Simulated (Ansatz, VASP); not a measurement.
# One calculation of Nb, two programs

```xyz
1
Lattice="0.0000 2.0186 2.0186 2.0186 0.0000 2.0186 2.0186 2.0186 0.0000" Properties=species:S:1:pos:R:3 pbc="T T T"
Nb    0.0000    0.0000    0.0000
```

Alike in both runs: task single point; functional r2SCAN; k mesh 18 × 18 × 18; occupations gaussian, width 0.1 eV; no spin polarisation.

```csv
,VASP,Ansatz
version,VASP 6.6.1,Ansatz 0.2.0
potentials or method,"VASP PAW PBE potentials, release 64 (Nb_sv), cutoff 520 eV","scalar-relativistic, plane waves, PAW"
valence electrons in the cell,13,13
```

Ansatz gave:

| Property | Result |
| --- | --- |
| gap on the k mesh at the Fermi level (eV) | none |
| pressure (GPa) | 26.8 |

Which values does VASP return?

gap on the k mesh at the Fermi level (eV): none; pressure (GPa): 26.6.

VASP's potentials were made for PBE, not for r2SCAN. A gap of «none» marks a metal or a gap that the smearing closes.
